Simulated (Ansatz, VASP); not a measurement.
One calculation of SiO2, two programs

Contents of INCAR:

```
SYSTEM = SiO2
PREC = Accurate
ENCUT = 600
EDIFF = 1E-6
ISMEAR = 0
SIGMA = 0.01
LREAL = .FALSE.
LASPH = .TRUE.
NELM = 120
ALGO = Normal
ISIF = 2
LWAVE = .FALSE.
LCHARG = .FALSE.
NBANDS = 25
GGA_COMPAT = .FALSE.
```

Contents of KPOINTS:

```
Automatic mesh
0
G
  8 8 8
  0 0 0
```

File POSCAR:

```
SiO2
1.0
   -2.8058995024      2.8087755226      2.3452081679
    2.8058995024     -2.8087755226      2.3452081679
    2.8058995024      2.8087755226     -2.3452081679
Si O
2 4
Direct
    0.2500000000      0.2500000000      0.0000000000
    0.7500000000      0.7500000000      0.0000000000
    0.1473070228      0.8524439467      0.9997509695
    0.6473070228      0.6475560533      0.2948630761
    0.3526929772      0.3524439467      0.7051369239
    0.8526929772      0.1475560533      0.0002490305
```

Input for Ansatz:

```yaml
crystal:
  lattice:
    - [-2.8058995024, 2.8087755226, 2.3452081679]
    - [2.8058995024, -2.8087755226, 2.3452081679]
    - [2.8058995024, 2.8087755226, -2.3452081679]
  atoms:
    - { symbol: Si, position: [0.25, 0.25, 0.0] }
    - { symbol: Si, position: [0.75, 0.75, 0.0] }
    - { symbol: O, position: [0.1473070228, 0.8524439467, 0.9997509695] }
    - { symbol: O, position: [0.6473070228, 0.6475560533, 0.2948630761] }
    - { symbol: O, position: [0.3526929772, 0.3524439467, 0.7051369239] }
    - { symbol: O, position: [0.8526929772, 0.1475560533, 0.0002490305] }
kpoints:
  mp_grid: { grid: [8, 8, 8] }
  band_path:
    path:
      - [0.0, 0.0, 0.0]
      - [0.5, -0.5, 0.5]
      - [0.4242885037, 0.4242885037, -0.4242885037]
      - [0.5757114963, -0.4242885037, 0.4242885037]
      - [0.0, 0.5, 0.0]
      - [0.25, 0.25, 0.25]
      - [0.5, 0.0, 0.0]
    npoints: 1
hamiltonian:
  xc: lda
scf:
  occupations: { method: fixed }
  n_extra_bands: 5
output:
  forces: true
  stress: true
  eigenvalues: true
  write_density: true
  write_potential: true
  elf: true
  volumetric_format: npy
```

Alike in both runs: task single point; functional LDA; k mesh 8 × 8 × 8; no spin polarisation.

|  | VASP | Ansatz |
| --- | --- | --- |
| version | VASP 6.6.1 | Ansatz 0.2.0 |
| potentials or method | VASP PAW LDA potentials, release 64 (Si, O) | plane waves, PAW |
| plane-wave cutoff (eV) | 600 | 420 |
| occupations | gaussian, width 0.01 eV | fixed |
| valence electrons in the cell | 32 | 32 |

Ansatz gave:

```
gap on the k mesh at the Fermi level (eV)                     : 4.80
pressure (GPa)                                                : -1.4
traceless stress, the component that is largest in VASP (GPa) : -0.10
rms of the force components (eV/Å)                            : 0.023
```

Task: Which values does VASP return?

Result: gap on the k mesh at the Fermi level (eV): 4.80; pressure (GPa): -0.7; traceless stress, the component that is largest in VASP (GPa): 0.83; rms of the force components (eV/Å): 0.046.

LDA's correlation is that of Perdew and Zunger in VASP and of Perdew and Wang (1992) in Ansatz. Atom by atom the forces differ by 0.069 eV/Å (rms over components).
